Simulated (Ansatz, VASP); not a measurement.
## Re in VASP and in Ansatz

```
Re
1.0
    -1.89562    1.55757    1.38950
     1.55757   -1.89562    1.38950
     3.51027    3.51027   -2.00863
Re
2
Cartesian
  -1.7518 1.4138 1.3895
  0.5790 2.5932 0.3852
```

Alike in both runs: task single point; functional revPBE; k mesh 17 × 17 × 8; occupations fermi-dirac, width 0.1 eV; no spin polarisation.

```csv
,VASP,Ansatz
version,VASP 6.6.1,Ansatz 0.2.0
potentials or method,"VASP PAW PBE potentials, release 64 (Re), cutoff 520 eV","plane waves (420 eV) with PAW, scalar-relativistic"
valence electrons in the cell,14,30
```

Ansatz gave:

| Quantity | Value |
| --- | --- |
| pressure (GPa) | -12.7 |
| traceless stress, the component that is largest in VASP (GPa) | -0.05 |

Problem. Which values does VASP return?

Solution. Pressure (GPa): -13.5; traceless stress, the component that is largest in VASP (GPa): -0.16.

VASP's potentials were made for PBE, not for revPBE. VASP's potentials hold 14 valence electrons a cell and Ansatz's 30, so a difference there can come from the potentials and not from the codes.

Spin-orbit coupling is off throughout.
